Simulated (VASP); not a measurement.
Input of a VASP 6.6.1 run:

INCAR

```
PREC = Accurate
ENCUT = 520
EDIFF = 1E-6
ISMEAR = -1
SIGMA = 0.03
LREAL = F
LASPH = T
NELM = 80
ALGO = Normal
ISIF = 2
LWAVE = F
LCHARG = F
GGA = PE
NBANDS = 28
```

File KPOINTS:

```
Automatic mesh
0
Gamma
  7 7 7
```

POSCAR

```
BaTiO3
1.0
    3.9457420220      0.0000000000      0.0000000000
    0.0000000000      3.9457420220      0.0000000000
    0.0000000000      0.0000000000      3.9636960459
Ba Ti O
1 1 3
Direct
    0.0000000000      0.0000000000      0.0000000000
    0.5000000000      0.5000000000      0.5000000000
    0.5000000000      0.5000000000      0.0000000000
    0.5000000000      0.0000000000      0.5000000000
    0.0000000000      0.5000000000      0.5000000000
```

Potentials or basis: VASP PAW PBE potentials, release 64 (Ba_sv, Ti_sv, O).

Launch:

```sh
$ cat potpaw_PBE.64/Ba_sv/POTCAR potpaw_PBE.64/Ti_sv/POTCAR potpaw_PBE.64/O/POTCAR > POTCAR
$ mpirun -np 1 vasp_std > vasp.out
```

Q: What does it give for the pressure?

A: 11.4 GPa.

Q: What does it give for the band gap on the k mesh?

A: 1.88 eV, indirect (least direct gap 1.92 eV).

Stress tensor (GPa, compression positive):
```
11.71  0.00  0.00
 0.00 11.71  0.00
 0.00  0.00 10.66
```

Caveat: spin-orbit coupling is left out, which moves the levels of the heavy elements. A k mesh can miss the band edges.
